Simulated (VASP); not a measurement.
# BaTiO3 (P4mm) in VASP: notebook, part 2 of 4

VASP 6.6.1.

## (3) Single point, RPBE

Contents of INCAR:

```
SYSTEM = BaTiO3
PREC = Accurate
ENCUT = 910
EDIFF = 1E-6
ISMEAR = 0
SIGMA = 0.01
LREAL = .FALSE.
LASPH = .TRUE.
NELM = 120
ALGO = Normal
ISIF = 2
LWAVE = .FALSE.
LCHARG = .FALSE.
GGA = RP
NBANDS = 28
GGA_COMPAT = .FALSE.
```

Contents of KPOINTS:

```
regular mesh
0
G
  4 4 4
  0 0 0
```

Contents of POSCAR:

```
BaTiO3
1.0
    3.9998000000      0.0000000000      0.0000000000
    0.0000000000      3.9998000000      0.0000000000
    0.0000000000      0.0000000000      4.0180000000
Ba Ti O
1 1 3
Direct
    0.0000000000      0.0000000000      0.0000000000
    0.5000000000      0.5000000000      0.4900000000
    0.5000000000      0.5000000000      0.0190000000
    0.5000000000      0.0000000000      0.5170000000
    0.0000000000      0.5000000000      0.5170000000
```

Potentials or basis: VASP PAW PBE potentials, release 64 (Ba_sv, Ti_sv, O_h).

Started as:

```
> cat potpaw_PBE.64/Ba_sv/POTCAR potpaw_PBE.64/Ti_sv/POTCAR potpaw_PBE.64/O_h/POTCAR > POTCAR
> mpirun -np 1 vasp_std > vasp.out
```

OUTCAR:

```text
SYSTEM = BaTiO3
   PREC = Accurate
   ENCUT = 910
   EDIFF = 1E-6
   ISMEAR = 0
   LREAL = .FALSE.
   LASPH = .TRUE.
   NELM = 120
   ISIF = 2
   GGA = RP

 ion  position               nearest neighbor table
   1  0.000  0.000  0.000-   4 2.79   5 2.79   5 2.79   4 2.79   3 2.83   3 2.83   3 2.83   3 2.83
                             4 2.88   5 2.88   5 2.88   4 2.88   2 3.45   2 3.45   2 3.45   2 3.45
   2  0.500  0.500  0.490-   3 1.89   4 2.00   5 2.00   4 2.00   5 2.00   3 2.13   1 3.45   1 3.45
                             1 3.45   1 3.45   1 3.49   1 3.49   1 3.49   1 3.49
   3  0.500  0.500  0.019-   2 1.89   2 2.13   1 2.83   1 2.83   1 2.83   1 2.83
   4  0.500  0.000  0.517-   2 2.00   2 2.00   1 2.79   1 2.79   1 2.88   1 2.88
   5  0.000  0.500  0.517-   2 2.00   2 2.00   1 2.79   1 2.79   1 2.88   1 2.88

  LATTYP: Found a simple tetragonal cell.
 ALAT       =     3.9998000000
 C/A-ratio  =     1.0045502275

  Lattice vectors:

 A1 = (   3.9998000000,   0.0000000000,   0.0000000000)
 A2 = (   0.0000000000,   3.9998000000,   0.0000000000)
 A3 = (   0.0000000000,   0.0000000000,   4.0180000000)

Analysis of symmetry for initial positions (statically):
=====================================================================
 Subroutine PRICEL returns:
 Original cell was already a primitive cell.

 Routine SETGRP: Setting up the symmetry group for a
 simple tetragonal supercell.

 Subroutine GETGRP returns: Found  8 space group operations
 (whereof  8 operations were pure point group operations)
 out of a pool of 16 trial point group operations.

The static configuration has the point symmetry C_4v.

Analysis of symmetry for dynamics (positions and initial velocities):
=====================================================================
 Subroutine PRICEL returns:
 Original cell was already a primitive cell.

 Routine SETGRP: Setting up the symmetry group for a
 simple tetragonal supercell.

 Subroutine GETGRP returns: Found  8 space group operations
 (whereof  8 operations were pure point group operations)
 out of a pool of 16 trial point group operations.

The dynamic configuration has the point symmetry C_4v.

 Subroutine INISYM returns: Found  8 space group operations
 (whereof  8 operations are pure point group operations),
 and found     1 'primitive' translations

----------------------------------------------------------------------------------------

                                     Primitive cell

  volume of cell :      64.2816

  direct lattice vectors                    reciprocal lattice vectors
     3.999800000  0.000000000  0.000000000     0.250012501  0.000000000  0.000000000
     0.000000000  3.999800000  0.000000000     0.000000000  0.250012501  0.000000000
     0.000000000  0.000000000  4.018000000     0.000000000  0.000000000  0.248880040

  length of vectors
     3.999800000  3.999800000  4.018000000     0.250012501  0.250012501  0.248880040

  position of ions in fractional coordinates (direct lattice)
     0.000000000  0.000000000  0.000000000
     0.500000000  0.500000000  0.490000000
     0.500000000  0.500000000  0.019000000
     0.500000000  0.000000000  0.517000000
     0.000000000  0.500000000  0.517000000

  ion indices of the primitive-cell ions
   primitive index   ion index
[... 32 lines left out ...]
 Following reciprocal coordinates:
            Coordinates               Weight
  0.000000  0.000000  0.000000      1.000000
  0.250000  0.000000  0.000000      4.000000
  0.500000  0.000000  0.000000      2.000000
  0.250000  0.250000  0.000000      4.000000
  0.500000  0.250000  0.000000      4.000000
  0.500000  0.500000  0.000000      1.000000
[... 10 lines left out ...]
  0.500000  0.250000  0.500000      4.000000
  0.500000  0.500000  0.500000      1.000000
   k-points           NKPTS =     18   k-points in BZ     NKDIM =     18   number of bands    NBANDS=     28
   number of dos      NEDOS =    301   number of ions     NIONS =      5
   total plane-waves  NPLWV =  64000
   dimension x,y,z NGX =    40 NGY =   40 NGZ =   40
   dimension x,y,z NGXF=    80 NGYF=   80 NGZF=   80
   ions per type =               1   1   3
   NGX,Y,Z   is equivalent  to a cutoff of  16.63, 16.63, 16.55 a.u.
   NGXF,Y,Z  is equivalent  to a cutoff of  33.25, 33.25, 33.10 a.u.
 SYSTEM =  BaTiO3
   PREC   = accura    normal or accurate (medium, high low for compatibility)
   ISTART =      0    job   : 0-new  1-cont  2-samecut
   ICHARG =      2    charge: 1-file 2-atom 10-const
   ISPIN  =      1    spin polarized calculation?
   LNONCOLLINEAR =      F non collinear calculations
   LSORBIT =      F    spin-orbit coupling
   LASPH  =      T    aspherical Exc in radial PAW
   ENCUT  =  910.0 eV  66.88 Ry    8.18 a.u.   9.84  9.84  9.88*2*pi/ulx,y,z
   NELM   =    120;   NELMIN=  2; NELMDL= -5     # of ELM steps
   EDIFF  = 0.1E-05   stopping-criterion for ELM
   LREAL  =      F    real-space projection
   EDIFFG = 0.1E-04   stopping-criterion for IOM
   NSW    =      0    number of steps for IOM
   IBRION =     -1    ionic relax: 0-MD 1-quasi-New 2-CG
   NFREE  =      0    steps in history (QN), initial steepest desc. (CG)
   ISIF   =      2    stress and relaxation
   ISYM   =      2    0-nonsym 1-usesym 2-fastsym
   POTIM  = 0.5000    time-step for ionic-motion
   TEBEG  =    0.0;   TEEND  =   0.0 temperature during run
   PSTRESS=    0.0 pullay stress
   NELECT =      40.0000    total number of electrons
   NUPDOWN=      -1.0000    fix difference up-down
   EMIN   =  10.00;   EMAX   =-10.00  energy-range for DOS
   EFERMI =   0.00;   METHOD = LEGACY
   ISMEAR =     0;   SIGMA  =   0.01  broadening in eV -4-tet -1-fermi 0-gaus
   EFERMI_NEDOS =   21; number of points for ismear=-14 and -15
   IALGO  =     38    algorithm
   IMIX   =      4    mixing-type and parameters
     AMIX     =   0.40;   BMIX     =  1.00
     AMIX_MAG =   1.60;   BMIX_MAG =  1.00
  volume/ion in A,a.u.               =      12.86        86.76
  Fermi-wavevector in a.u.,A,eV,Ry     =   1.397653  2.641181 26.578078  1.953434
  Thomas-Fermi vector in A             =   2.520888
   LORBIT       =      0    0 simple, 1 ext, 2 COOP (PROOUT), +10 PAW based schemes
   GGA     = RP    functional components
   LHFCALC =     F    Hartree Fock is set to
   AEXX    =    0.0000 exact exchange contribution
   IVDW    =     0    specifies the selected vdW correction
   LEPSILON=     F    determine dielectric tensor
   LRPA    =     F    only Hartree local field effects (RPA)
 non-spin polarized calculation
 Gauss-broadening in eV      SIGMA  =   0.01
  energy-cutoff  :      910.00
  volume of cell :       64.28
 maximum number of plane-waves:      4032
 NGX is ok and might be reduce to    40
   NGX = 19   NGY = 19   NGZ = 19

 number of electron      40.0000003 magnetization

 Free energy of the ion-electron system (eV)
  ---------------------------------------------------
  ext. energy  EPLUGINS =         0.00000000
  ---------------------------------------------------
  free energy    TOTEN  =       -37.88871544 eV

  energy without entropy =      -37.88871544  energy(sigma->0) =      -37.88871544

 E-fermi :   4.4168     XC(G=0): -11.0368

 val. band max:        4.3496210238   @ k =   0.5000   0.5000   0.5000
 cond. band min:       6.1539907621   @ k =   0.0000   0.0000   0.0000
 fundamental gap:      1.8043697383
 Fermi energy:         4.4168129728

 k-point     1 :       0.0000    0.0000    0.0000
  band No.  band energies     occupation
      1     -52.4156      2.00000
      2     -28.5798      2.00000
      3     -28.5517      2.00000
      4     -28.5517      2.00000
      5     -20.5619      2.00000
      6     -12.6619      2.00000
[... 547 lines left out ...]
     27      11.9623      0.00000
     28      12.1496      0.00000

------------------------ aborting loop because EDIFF is reached ----------------------------------------

  FORCE on cell =-STRESS in cart. coord.  units (eV):
  Direction    XX          YY          ZZ          XY          YZ          ZX
  --------------------------------------------------------------------------------------
  -------------------------------------------------------------------------------------
  Total        3.1635214      3.1635214      3.5336453      0.0000000      0.0000000      0.0000000
  in kB       78.8487620     78.8487620     88.0738643      0.0000000      0.0000000      0.0000000
  external PRESSURE =      81.9237961 kB  Pullay stress =       0.0000000 kB

 VOLUME and BASIS-vectors are now :
 -----------------------------------------------------------------------------
  energy-cutoff  :      910.00
  volume of cell :       64.28
      direct lattice vectors                 reciprocal lattice vectors
     3.999800000  0.000000000  0.000000000     0.250012501  0.000000000  0.000000000
     0.000000000  3.999800000  0.000000000     0.000000000  0.250012501  0.000000000
     0.000000000  0.000000000  4.018000000     0.000000000  0.000000000  0.248880040

 POSITION                                       TOTAL-FORCE (eV/Angst)
 -----------------------------------------------------------------------------------
      0.00000      0.00000      0.00000         0.000000      0.000000      0.085130
      1.99990      1.99990      1.96882         0.000000      0.000000     -0.229699
      1.99990      1.99990      0.07634         0.000000      0.000000      0.319083
      1.99990      0.00000      2.07731         0.000000     -0.000000     -0.087257
      0.00000      1.99990      2.07731         0.000000     -0.000000     -0.087257
 -----------------------------------------------------------------------------------
    total drift:                                0.000000      0.000000     -0.000366

  FREE ENERGIE OF THE ION-ELECTRON SYSTEM (eV)
  ---------------------------------------------------
  free  energy   TOTEN  =       -37.8887154359 eV

  energy  without entropy=      -37.8887154359  energy(sigma->0) =      -37.88871544
```

OSZICAR:

```text
N       E                     dE             d eps       ncg     rms          rms(c)
DAV:   1     0.599392810529E+03    0.59939E+03   -0.28961E+04  1008   0.236E+03
DAV:   2     0.625752417501E+02   -0.53682E+03   -0.50978E+03  1052   0.551E+02
DAV:   3    -0.424638561474E+02   -0.10504E+03   -0.10054E+03  1564   0.195E+02
DAV:   4    -0.484535735733E+02   -0.59897E+01   -0.59670E+01  1280   0.458E+01
DAV:   5    -0.487071610426E+02   -0.25359E+00   -0.25339E+00  1548   0.868E+00    0.232E+01
DAV:   6    -0.379051006882E+02    0.10802E+02   -0.55055E+01  1508   0.656E+01    0.981E+00
DAV:   7    -0.380012205501E+02   -0.96120E-01   -0.10094E+01  1364   0.221E+01    0.663E+00
DAV:   8    -0.378587346374E+02    0.14249E+00   -0.70429E-01  1228   0.741E+00    0.342E+00
DAV:   9    -0.379079823004E+02   -0.49248E-01   -0.34155E-01  1424   0.519E+00    0.145E+00
DAV:  10    -0.378916171588E+02    0.16365E-01   -0.11230E-01  1172   0.352E+00    0.582E-01
DAV:  11    -0.378885553274E+02    0.30618E-02   -0.11959E-02  1416   0.740E-01    0.166E-01
DAV:  12    -0.378885613058E+02   -0.59783E-05   -0.10680E-03  1236   0.293E-01    0.522E-02
DAV:  13    -0.378886683667E+02   -0.10706E-03   -0.46483E-04  1184   0.220E-01    0.284E-02
DAV:  14    -0.378887037913E+02   -0.35425E-04   -0.14193E-04  1556   0.939E-02    0.199E-02
DAV:  15    -0.378887217495E+02   -0.17958E-04   -0.11419E-04  1284   0.107E-01    0.271E-02
DAV:  16    -0.378887148254E+02    0.69241E-05   -0.35552E-05  1140   0.616E-02    0.342E-03
DAV:  17    -0.378887154359E+02   -0.61057E-06   -0.47104E-06  1344   0.163E-02
   1 F= -.37888715E+02 E0= -.37888715E+02  d E =-.217721E-23
```

Run time: 40 s. Hardware: 1 thread of Intel Xeon Platinum 8559C (Emerald Rapids), shared host; peak memory 0.28 GiB.

Results:

```
Free energy            : -37.8887 eV
Pressure               : 8.2 GPa
Largest force          : 0.319 eV/Å
Band gap on the k mesh : 1.80 eV, indirect (least direct gap 2.09 eV)
```

Forces in eV/Å, atoms in the order of the input:
```
Ba   0.000  0.000  0.085
Ti   0.000  0.000 -0.230
O    0.000  0.000  0.319
O    0.000  0.000 -0.087
O    0.000  0.000 -0.087
```

Stress tensor (GPa, compression positive):
```
7.88 0.00 0.00
0.00 7.88 0.00
0.00 0.00 8.81
```

Caveat: the cutoff is under 1.25 times the usual one of these potentials, so pressure, stress and relaxed cells hold a basis-set (Pulay) error; the PAW data sets were made with another functional, which shifts forces and pressure a little; spin-orbit coupling is left out, which moves the levels of the heavy elements. A k mesh can miss the band edges.

(Part 2 of 4 ends here.)
